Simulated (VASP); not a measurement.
Wanted: the native input for a VASP 6.6.1 run.

- Task: single point
- Functional: PBE
- Dispersion: D3(BJ)
- Potentials or basis: VASP PAW PBE potentials, release 64 (W_sv, S)
- Cutoff: 500 eV
- k mesh: 12 × 12 × 2
- Occupations: gaussian, width 0.02 eV
- Spin: no spin polarisation
- Dipole correction: no
- Further INCAR settings: ALGO = Normal; EDIFF = 1e-06; NBANDS = 35

The structure of WS2 lies in POSCAR:

```
WS2
1.0
    3.1832085602      0.0000000000      0.0000000000
   -1.5916042801      2.7567394786      0.0000000000
    0.0000000000      0.0000000000     23.6687632500
W S
2 4
Direct
    0.3333333333      0.6666666667      0.6282633650
    0.6666666667      0.3333333333      0.3717366350
    0.3333333333      0.6666666667      0.3055186157
    0.6666666667      0.3333333333      0.5621321911
    0.3333333333      0.6666666667      0.4378678089
    0.6666666667      0.3333333333      0.6944813843
```

The input as run:

INCAR

```
PREC = Accurate ; ENCUT = 500
EDIFF = 1E-6 ; ISMEAR = 0
SIGMA = 0.02 ; LREAL = F
LASPH = T ; NELM = 120
ALGO = Normal ; ISIF = 2
LWAVE = F ; LCHARG = F
GGA = PE ; IVDW = 12
NBANDS = 35 ; GGA_COMPAT = F
```

KPOINTS

```
Automatic mesh
0
Gamma
  12 12 2
```

Potentials or basis: VASP PAW PBE potentials, release 64 (W_sv, S).

Run with:

```console
$ cat potpaw_PBE.64/W_sv/POTCAR potpaw_PBE.64/S/POTCAR > POTCAR
$ mpirun -np 1 vasp_std > vasp.out
```

It gave:

```json
{"Largest force": "0.004 eV/Å", "Band gap on the k mesh": "1.33 eV (least direct gap 1.77 eV)", "Dispersion energy per atom": "-0.364 eV"}
```

Caveat: there is no dipole correction, which matters where the two faces differ; spin-orbit coupling is left out, which moves the levels of the heavy elements.

It took 11 min on 1 thread of Oxide Virtual Turin-like Processor, with other jobs on the host, peak memory 0.41 GiB.
